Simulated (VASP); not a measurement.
# HfSi (WC type) (P-6m2) in VASP: a series of runs

Runs on HfSi (WC type). Level: PBEsol. Tasks: single point.

Program: VASP 6.6.1. These are calculated values, not measurements. Logs are shortened: lines on timing, memory, paths and dates and some standing lists are left out, and cuts for length are marked.

**1. The cell of the first run**

It takes space group P-6m2 (No. 187, hexagonal). The conventional cell has a = 2.459 Å, b = 2.459 Å, c = 3.910 Å, α = 90.00°, β = 90.00°, γ = 120.00°. Hf (site symmetry -6m2) has 6 Si at 2.42 Å and 6 Hf at 2.46 Å within 3.2 Å. Within 3.2 Å of Si (site symmetry -6m2) lie 6 Hf at 2.42 Å and 6 Si at 2.46 Å.

**2. Single point, PBEsol**

The input, INCAR:

```
SYSTEM = HfSi
PREC     = Accurate       ! precision mode
ENCUT    = 500            ! plane-wave cutoff, eV
EDIFF    = 1E-6           ! SCF threshold, eV
ISMEAR   = -1             ! smearing method
SIGMA    = 0.1            ! smearing width, eV
LREAL    = .FALSE.        ! projectors in reciprocal space
LASPH    = .TRUE.         ! aspherical terms in the spheres
NELM     = 120            ! most SCF steps
ALGO     = Normal         ! electronic algorithm
ISIF     = 2              ! what is computed and relaxed
LWAVE    = .FALSE.        ! write WAVECAR
LCHARG   = .FALSE.        ! write CHGCAR
GGA      = PS             ! functional
NBANDS   = 14             ! bands
GGA_COMPAT= .FALSE.
```

The input, KPOINTS:

```
regular mesh
0
G
  15 15 13
  0 0 0
```

The input, POSCAR:

```
HfSi
1.0
    2.4586318734      0.0000000000      0.0000000000
   -1.2293159367      2.1292376609      0.0000000000
    0.0000000000      0.0000000000      3.9099397134
Hf Si
1 1
Direct
    0.0000000000      0.0000000000      0.0000000000
    0.3333333333      0.6666666667      0.5000000000
```

Potentials or basis: VASP PAW PBE potentials, release 64 (Hf_pv, Si).

The run is started by

```console
> cat potpaw_PBE.64/Hf_pv/POTCAR potpaw_PBE.64/Si/POTCAR > POTCAR
> mpirun -np 1 vasp_std > vasp.out
```

OUTCAR:

```text
SYSTEM = HfSi
   PREC = Accurate
   ENCUT = 500
   EDIFF = 1E-6
   ISMEAR = -1
   LREAL = .FALSE.
   LASPH = .TRUE.
   NELM = 120
   ISIF = 2
   GGA = PS

 ion  position               nearest neighbor table
   1  0.000  0.000  0.000-   2 2.42   2 2.42   2 2.42   2 2.42   2 2.42   2 2.42   2 3.45   2 3.45
                             2 3.45   2 3.45   2 3.45   2 3.45
   2  0.333  0.667  0.500-   1 2.42   1 2.42   1 2.42   1 2.42   1 2.42   1 2.42   1 3.45   1 3.45
                             1 3.45   1 3.45   1 3.45   1 3.45

  LATTYP: Found a hexagonal cell.
 ALAT       =     2.4586318734
 C/A-ratio  =     1.5902908263

  Lattice vectors:

 A1 = (   2.4586318734,   0.0000000000,   0.0000000000)
 A2 = (  -1.2293159367,   2.1292376609,   0.0000000000)
 A3 = (   0.0000000000,   0.0000000000,   3.9099397134)

Analysis of symmetry for initial positions (statically):
=====================================================================
 Subroutine PRICEL returns:
 Original cell was already a primitive cell.

 Routine SETGRP: Setting up the symmetry group for a
 hexagonal supercell.

 Subroutine GETGRP returns: Found 12 space group operations
 (whereof 12 operations were pure point group operations)
 out of a pool of 24 trial point group operations.

The static configuration has the point symmetry D_3h.

Analysis of symmetry for dynamics (positions and initial velocities):
=====================================================================
 Subroutine PRICEL returns:
 Original cell was already a primitive cell.

 Routine SETGRP: Setting up the symmetry group for a
 hexagonal supercell.

 Subroutine GETGRP returns: Found 12 space group operations
 (whereof 12 operations were pure point group operations)
 out of a pool of 24 trial point group operations.

The dynamic configuration has the point symmetry D_3h.

 Subroutine INISYM returns: Found 12 space group operations
 (whereof 12 operations are pure point group operations),
 and found     1 'primitive' translations

----------------------------------------------------------------------------------------

                                     Primitive cell

  volume of cell :      20.4686

  direct lattice vectors                    reciprocal lattice vectors
     2.458631873  0.000000000  0.000000000     0.406730268  0.234825830  0.000000000
    -1.229315937  2.129237661  0.000000000     0.000000000  0.469651659  0.000000000
     0.000000000  0.000000000  3.909939713     0.000000000  0.000000000  0.255758419

  length of vectors
     2.458631873  2.458631873  3.909939713     0.469651659  0.469651659  0.255758419

  position of ions in fractional coordinates (direct lattice)
     0.000000000  0.000000000  0.000000000
     0.333333333  0.666666667  0.500000000

  ion indices of the primitive-cell ions
   primitive index   ion index
                 1           1
                 2           2

----------------------------------------------------------------------------------------

 KPOINTS: regular mesh

Automatic generation of k-mesh.
 Grid dimensions read from file:
 generate k-points for:   15   15   13

 Generating k-lattice:

  Cartesian coordinates                     Fractional coordinates (reciprocal lattice)
     0.027115351  0.015655055  0.000000000     0.066666667  0.000000000  0.000000000
     0.000000000  0.031310111  0.000000000     0.000000000  0.066666667  0.000000000
     0.000000000  0.000000000  0.019673725     0.000000000  0.000000000  0.076923077

  Length of vectors
     0.031310111  0.031310111  0.019673725

  Shift w.r.t. Gamma in fractional coordinates (k-lattice)
     0.000000000  0.000000000  0.000000000

 Subroutine IBZKPT returns following result:
 ===========================================

 Found    189 irreducible k-points:

 Following reciprocal coordinates:
            Coordinates               Weight
  0.000000  0.000000  0.000000      1.000000
  0.066667  0.000000  0.000000      6.000000
  0.133333  0.000000  0.000000      6.000000
  0.200000  0.000000  0.000000      6.000000
  0.266667  0.000000  0.000000      6.000000
  0.333333  0.000000  0.000000      6.000000
[... 16 lines left out ...]
  0.333333  0.200000  0.000000     12.000000
  0.400000  0.200000  0.000000      6.000000
 [... further k-points ...]
   k-points           NKPTS =    189   k-points in BZ     NKDIM =    189   number of bands    NBANDS=     14
   number of dos      NEDOS =    301   number of ions     NIONS =      2
   total plane-waves  NPLWV =   9720
   dimension x,y,z NGX =    18 NGY =   18 NGZ =   30
   dimension x,y,z NGXF=    36 NGYF=   36 NGZF=   60
   ions per type =               1   1
   NGX,Y,Z   is equivalent  to a cutoff of  12.17, 12.17, 12.76 a.u.
   NGXF,Y,Z  is equivalent  to a cutoff of  24.34, 24.34, 25.51 a.u.
 SYSTEM =  HfSi
   PREC   = accura    normal or accurate (medium, high low for compatibility)
   ISTART =      0    job   : 0-new  1-cont  2-samecut
   ICHARG =      2    charge: 1-file 2-atom 10-const
   ISPIN  =      1    spin polarized calculation?
   LNONCOLLINEAR =      F non collinear calculations
   LSORBIT =      F    spin-orbit coupling
   LASPH  =      T    aspherical Exc in radial PAW
   ENCUT  =  500.0 eV  36.75 Ry    6.06 a.u.   4.48  4.48  7.13*2*pi/ulx,y,z
   NELM   =    120;   NELMIN=  2; NELMDL= -5     # of ELM steps
   EDIFF  = 0.1E-05   stopping-criterion for ELM
   LREAL  =      F    real-space projection
   EDIFFG = 0.1E-04   stopping-criterion for IOM
   NSW    =      0    number of steps for IOM
   IBRION =     -1    ionic relax: 0-MD 1-quasi-New 2-CG
   NFREE  =      0    steps in history (QN), initial steepest desc. (CG)
   ISIF   =      2    stress and relaxation
   ISYM   =      2    0-nonsym 1-usesym 2-fastsym
   POTIM  = 0.5000    time-step for ionic-motion
   TEBEG  =    0.0;   TEEND  =   0.0 temperature during run
   PSTRESS=    0.0 pullay stress
   NELECT =      14.0000    total number of electrons
   NUPDOWN=      -1.0000    fix difference up-down
   EMIN   =  10.00;   EMAX   =-10.00  energy-range for DOS
   EFERMI =   0.00;   METHOD = LEGACY
   ISMEAR =    -1;   SIGMA  =   0.10  broadening in eV -4-tet -1-fermi 0-gaus
   EFERMI_NEDOS =   21; number of points for ismear=-14 and -15
   IALGO  =     38    algorithm
   IMIX   =      4    mixing-type and parameters
     AMIX     =   0.40;   BMIX     =  1.00
     AMIX_MAG =   1.60;   BMIX_MAG =  1.00
  volume/ion in A,a.u.               =      10.23        69.06
  Fermi-wavevector in a.u.,A,eV,Ry     =   1.442409  2.725757 28.307496  2.080542
  Thomas-Fermi vector in A             =   2.560932
   LORBIT       =      0    0 simple, 1 ext, 2 COOP (PROOUT), +10 PAW based schemes
   GGA     = PS    functional components
   LHFCALC =     F    Hartree Fock is set to
   AEXX    =    0.0000 exact exchange contribution
   IVDW    =     0    specifies the selected vdW correction
   LEPSILON=     F    determine dielectric tensor
   LRPA    =     F    only Hartree local field effects (RPA)
 non-spin polarized calculation
  energy-cutoff  :      500.00
  volume of cell :       20.47
 maximum number of plane-waves:       537
 NGX is ok and might be reduce to    18
   NGX =  9   NGY =  9   NGZ = 15

 number of electron      13.9999997 magnetization

 Free energy of the ion-electron system (eV)
  ---------------------------------------------------
  ext. energy  EPLUGINS =         0.00000000
  ---------------------------------------------------
  free energy    TOTEN  =       -11.53719679 eV

  energy without entropy =      -11.50533504  energy(sigma->0) =      -11.52126591

 E-fermi :  13.0853     XC(G=0): -14.1404

 val. band max:       13.0844414443   @ k =   0.2667   0.1333   0.4615
 cond. band min:      13.0874004712   @ k =   0.1333   0.0667   0.3077
 fundamental gap:      0.0029590269
 Fermi energy:        13.0853300208

 k-point     1 :       0.0000    0.0000    0.0000
  band No.  band energies     occupation
      1     -17.4220      2.00000
      2     -14.0220      2.00000
      3     -14.0220      2.00000
      4      -2.1094      2.00000
      5       8.2528      2.00000
      6      11.2671      2.00000
      7      14.9905      0.00000
      8      14.9905      0.00000
      9      21.0325      0.00000
     10      21.0500      0.00000
     11      21.0500      0.00000
     12      26.3749      0.00000
     13      26.3749      0.00000
     14      27.5545      0.00000

 k-point     2 :       0.0667    0.0000    0.0000
  band No.  band energies     occupation
      1     -17.3744      2.00000
      2     -14.3237      2.00000
      3     -14.0810      2.00000
      4      -1.9333      2.00000
      5       8.6484      2.00000
      6      11.0968      2.00000
      7      14.5063      0.00000
      8      15.3049      0.00000
      9      20.8074      0.00000
     10      20.8123      0.00000
     11      21.1425      0.00000
     12      24.7075      0.00000
     13      25.4958      0.00000
     14      27.9664      0.00000

 k-point     3 :       0.1333    0.0000    0.0000
  band No.  band energies     occupation
      1     -17.2378      2.00000
      2     -15.1226      2.00000
      3     -14.2444      2.00000
      4      -1.4334      2.00000
      5       9.6095      2.00000
      6      10.5991      2.00000
      7      13.5426      0.02045
      8      16.2180      0.00000
      9      20.1927      0.00000
     10      20.2437      0.00000
     11      20.8712      0.00000
     12      22.7127      0.00000
     13      24.3009      0.00000
     14      27.8674      0.00000
[... 324 lines left out ...]
 k-point    23 :       0.3333    0.2000    0.0000
  band No.  band energies     occupation
      1     -18.7272      2.00000
      2     -16.5189      2.00000
      3     -16.1518      2.00000
      4       4.6773      2.00000
      5       7.8176      2.00000
      6       8.8694      2.00000
      7      10.4612      2.00000
      8      12.5371      1.99172
      9      15.7355      0.00000
     10      19.1299      0.00000
     11      22.1001      0.00000
     12      25.2794      0.00000
     13      28.0979      0.00000
     14      29.7367      0.00000

 k-point    24 :       0.4000    0.2000    0.0000
  band No.  band energies     occupation
      1     -18.8223      2.00000
      2     -16.6395      2.00000
      3     -16.1041      2.00000
      4       5.6503      2.00000
      5       7.7636      2.00000
      6       7.8278      2.00000
      7      10.2925      2.00000
      8      12.2238      1.99964
      9      15.6011      0.00000
     10      20.1424      0.00000
     11      22.2659      0.00000
     12      25.0466      0.00000
     13      28.0855      0.00000
     14      29.7247      0.00000

 [... further k-points ...]
[... 5 lines left out ...]
  --------------------------------------------------------------------------------------
  -------------------------------------------------------------------------------------
  Total       24.1519092     24.1519092     24.9202537      0.0000000      0.0000000      0.0000000
  in kB     1890.4898180   1890.4898180   1950.6319519      0.0000000      0.0000000      0.0000000
  external PRESSURE =    1910.5371960 kB  Pullay stress =       0.0000000 kB

 VOLUME and BASIS-vectors are now :
 -----------------------------------------------------------------------------
  energy-cutoff  :      500.00
  volume of cell :       20.47
      direct lattice vectors                 reciprocal lattice vectors
     2.458631873  0.000000000  0.000000000     0.406730268  0.234825830  0.000000000
    -1.229315937  2.129237661  0.000000000     0.000000000  0.469651659  0.000000000
     0.000000000  0.000000000  3.909939713     0.000000000  0.000000000  0.255758419

 POSITION                                       TOTAL-FORCE (eV/Angst)
 -----------------------------------------------------------------------------------
      0.00000      0.00000      0.00000         0.000000      0.000000      0.000000
     -0.00000      1.41949      1.95497        -0.000000      0.000000      0.000000
 -----------------------------------------------------------------------------------
    total drift:                               -0.000000      0.000000      0.000000

  FREE ENERGIE OF THE ION-ELECTRON SYSTEM (eV)
  ---------------------------------------------------
  free  energy   TOTEN  =       -11.5371967866 eV

  energy  without entropy=      -11.5053350409  energy(sigma->0) =      -11.52126591
```

It took 61 s on 1 thread of Intel Xeon Platinum 8488C (Sapphire Rapids), shared host; peak memory 0.17 GiB.

Results:

```yaml
Free_energy: -11.5372 eV
Pressure: 191.1 GPa
Band_gap_on_the_k_mesh: zero (band 7 reaches 15.11 eV, above the bottom of band 8 at 10.21 eV)
```

Stress tensor (GPa, compression positive):
```
189.05   0.00   0.00
  0.00 189.05   0.00
  0.00   0.00 195.06
```

Caveat: the PAW data sets were made with another functional, which shifts forces and pressure a little; spin-orbit coupling is left out, which moves the levels of the heavy elements.

**3. Single point, PBEsol**

The input, INCAR:

```
SYSTEM = HfSi
PREC = Accurate
ENCUT = 500
EDIFF = 1E-6
ISMEAR = -1
SIGMA = 0.1
LREAL = .False.
LASPH = .True.
NELM = 120
ALGO = Normal
ISIF = 2
LWAVE = .False.
LCHARG = .True.
GGA = PS
LELF = .True.
LVHAR = .True.
NBANDS = 14
GGA_COMPAT = .False.
```

The input, KPOINTS:

```
Automatic mesh
0
Gamma
  15 15 13
  0 0 0
```

The input, POSCAR:

```
HfSi
1.0
    2.4591421481      0.0000000000      0.0000000000
   -1.2295710741      2.1296795718      0.0000000000
    0.0000000000      0.0000000000      3.9099199931
Hf Si
1 1
Direct
    0.0000000000      0.0000000000      0.0000000000
    0.3333333333      0.6666666667      0.5000000000
```

Potentials or basis: VASP PAW PBE potentials, release 64 (Hf_pv, Si).

The run is started by

```console
> cat potpaw_PBE.64/Hf_pv/POTCAR potpaw_PBE.64/Si/POTCAR > POTCAR
> mpirun -np 1 vasp_std > vasp.out
```

OUTCAR:

```text
SYSTEM = HfSi
   PREC = Accurate
   ENCUT = 500
   EDIFF = 1E-6
   ISMEAR = -1
   LREAL = .False.
   LASPH = .True.
   NELM = 120
   ISIF = 2
   GGA = PS

 ion  position               nearest neighbor table
   1  0.000  0.000  0.000-   2 2.42   2 2.42   2 2.42   2 2.42   2 2.42   2 2.42   2 3.45   2 3.45
                             2 3.45   2 3.45   2 3.45   2 3.45
   2  0.333  0.667  0.500-   1 2.42   1 2.42   1 2.42   1 2.42   1 2.42   1 2.42   1 3.45   1 3.45
                             1 3.45   1 3.45   1 3.45   1 3.45

  LATTYP: Found a hexagonal cell.
 ALAT       =     2.4591421481
 C/A-ratio  =     1.5899528200

  Lattice vectors:

 A1 = (   2.4591421481,   0.0000000000,   0.0000000000)
 A2 = (  -1.2295710741,   2.1296795718,   0.0000000000)
 A3 = (   0.0000000000,   0.0000000000,   3.9099199931)

Analysis of symmetry for initial positions (statically):
=====================================================================
 Subroutine PRICEL returns:
 Original cell was already a primitive cell.

 Routine SETGRP: Setting up the symmetry group for a
 hexagonal supercell.

 Subroutine GETGRP returns: Found 12 space group operations
 (whereof 12 operations were pure point group operations)
 out of a pool of 24 trial point group operations.

[... 171 lines left out ...]
      1     -17.4256      2.00000
      2     -14.0304      2.00000
      3     -14.0304      2.00000
      4      -2.1112      2.00000
      5       8.2472      2.00000
      6      11.2620      2.00000
      7      14.9841      0.00000
      8      14.9841      0.00000
      9      21.0306      0.00000
     10      21.0394      0.00000
     11      21.0394      0.00000
     12      26.3640      0.00000
     13      26.3640      0.00000
     14      27.5440      0.00000
[... 377 lines left out ...]
      1     -18.8238      2.00000
      2     -16.6439      2.00000
      3     -16.1099      2.00000
      4       5.6463      2.00000
      5       7.7609      2.00000
      6       7.8220      2.00000
      7      10.2861      2.00000
      8      12.2194      1.99963
      9      15.5941      0.00000
     10      20.1313      0.00000
     11      22.2595      0.00000
     12      25.0378      0.00000
     13      28.0794      0.00000
     14      29.7170      0.00000

 [... further k-points ...]
[... 5 lines left out ...]
  --------------------------------------------------------------------------------------
  -------------------------------------------------------------------------------------
  Total       24.1230937     24.1230937     24.9013152     -0.0000000     -0.0000000      0.0000000
  in kB     1887.4602594   1887.4602595   1948.3505494     -0.0000000     -0.0000000      0.0000000
  external PRESSURE =    1907.7570228 kB  Pullay stress =       0.0000000 kB

 VOLUME and BASIS-vectors are now :
 -----------------------------------------------------------------------------
  energy-cutoff  :      500.00
  volume of cell :       20.48
      direct lattice vectors                 reciprocal lattice vectors
     2.459142148  0.000000000  0.000000000     0.406645871  0.234777103  0.000000000
    -1.229571074  2.129679572  0.000000000     0.000000000  0.469554206  0.000000000
     0.000000000  0.000000000  3.909919993     0.000000000  0.000000000  0.255759709

 POSITION                                       TOTAL-FORCE (eV/Angst)
 -----------------------------------------------------------------------------------
      0.00000      0.00000      0.00000         0.000000      0.000000      0.000000
     -0.00000      1.41979      1.95496        -0.000000      0.000000      0.000000
 -----------------------------------------------------------------------------------
    total drift:                               -0.000000      0.000000      0.000000

  FREE ENERGIE OF THE ION-ELECTRON SYSTEM (eV)
  ---------------------------------------------------
  free  energy   TOTEN  =       -11.5470905487 eV

  energy  without entropy=      -11.5152454540  energy(sigma->0) =      -11.53116800
```

OSZICAR:

```text
N       E                     dE             d eps       ncg     rms          rms(c)
DAV:   1     0.346427304920E+02    0.34643E+02   -0.71377E+03  5300   0.944E+02
DAV:   2    -0.109003192675E+02   -0.45543E+02   -0.42947E+02  6608   0.204E+02
DAV:   3    -0.118815175915E+02   -0.98120E+00   -0.97682E+00  6768   0.215E+01
DAV:   4    -0.118840562165E+02   -0.25386E-02   -0.25384E-02  6372   0.140E+00
DAV:   5    -0.118840663849E+02   -0.10168E-04   -0.10166E-04  6702   0.792E-02    0.969E+01
DAV:   6    -0.116545205441E+02    0.22955E+00   -0.73420E-02  6954   0.194E+00    0.570E+01
DAV:   7    -0.115479226243E+02    0.10660E+00   -0.12912E-01  7182   0.267E+00    0.198E+00
DAV:   8    -0.115474963979E+02    0.42623E-03   -0.61131E-03  6014   0.589E-01    0.966E-01
DAV:   9    -0.115471186221E+02    0.37778E-03   -0.17081E-03  7152   0.311E-01    0.243E-01
DAV:  10    -0.115470904413E+02    0.28181E-04   -0.97738E-05  6300   0.819E-02    0.617E-02
DAV:  11    -0.115470905487E+02   -0.10738E-06   -0.52449E-06  6996   0.175E-02
   1 F= -.11547091E+02 E0= -.11531168E+02  d E =-.318451E-01
```

It took 53 s on 1 thread of Intel Xeon Platinum 8488C (Sapphire Rapids), shared host; peak memory 0.17 GiB.

What came out:

* Free energy: -11.5471 eV
* Pressure: 190.8 GPa
* Band gap on the k mesh: zero (band 7 reaches 15.10 eV, above the bottom of band 8 at 10.20 eV)

Caveat: the PAW data sets were made with another functional, which shifts forces and pressure a little; spin-orbit coupling is left out, which moves the levels of the heavy elements.
